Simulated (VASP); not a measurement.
Here is a VASP 6.6.1 calculation.

The input INCAR:

```
PREC = Accurate
ENCUT = 520
EDIFF = 1E-7
ISMEAR = -1
SIGMA = 0.06122561905347299
LREAL = False
LASPH = True
NELM = 100
ALGO = Normal
ISIF = 2
LWAVE = False
LCHARG = True
GGA = PE
LELF = True
LVHAR = True
NBANDS = 23
```

The input KPOINTS:

```
regular mesh
0
Gamma
  9 9 9
```

The input POSCAR:

```
CeO3
1.0
    4.3956921336      0.0000000000      0.0000000000
    0.0000000000      4.3956921336      0.0000000000
    0.0000000000      0.0000000000      4.3956921336
Ce O
1 3
Direct
    0.0000000000      0.0000000000      0.0000000000
    0.5000000000      0.0000000000      0.0000000000
    0.0000000000      0.5000000000      0.0000000000
    0.0000000000      0.0000000000      0.5000000000
```

Potentials or basis: VASP PAW PBE potentials, release 64 (Ce, O).

Command:

```bash
$ cat potpaw_PBE.64/Ce/POTCAR potpaw_PBE.64/O/POTCAR > POTCAR
$ mpirun -np 1 vasp_std > vasp.out
```

Problem. Estimate the band gap on the k mesh.

Solution. Zero (band 15 reaches -0.89 eV, above the bottom of band 16 at -1.43 eV).

Problem. Estimate the pressure.

Solution. -1.8 GPa.

Caveat: spin-orbit coupling is left out, which moves the levels of the heavy elements; the run has no spin polarisation, though such a crystal can be magnetic; without U or exact exchange the open f shell lies at the Fermi level, which spoils levels, moments and volumes. Spin polarisation is off, so any magnetic state and its effect on volume and gap are missing.
